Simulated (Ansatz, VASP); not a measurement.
Ru: VASP beside Ansatz

```xyz
2
Lattice="2.7058 0.0000 0.0000 -1.3529 2.3433 0.0000 0.0000 0.0000 4.2819" Properties=species:S:1:pos:R:3 pbc="T T T"
Ru    1.3529    0.7811    3.2114
Ru    0.0000    1.5622    1.0705
```

Alike in both runs: task single point; functional PBE; k mesh 4 × 4 × 2; occupations fermi-dirac, width 0.04 eV; no spin polarisation.

```csv
,VASP,Ansatz
version,VASP 6.6.1,Ansatz 0.2.0
potentials or method,"VASP PAW PBE potentials, release 64 (Ru_pv), cutoff 520 eV","all-electron LAPW, scalar-relativistic"
```

Ansatz gave:

- gap on the k mesh at the Fermi level (eV): none
- pressure (GPa): 0.8
- traceless stress, the component that is largest in VASP (GPa): -4.56

**Question.** What did VASP give for the same quantities?

**Answer.** gap on the k mesh at the Fermi level (eV): none; pressure (GPa): 0.7; traceless stress, the component that is largest in VASP (GPa): -4.64.

A gap of «none» marks a metal or a gap that the smearing closes. Ansatz ran all-electron here, and VASP with PAW potentials.

The k mesh is coarse, so the values compare programs but aren't converged.
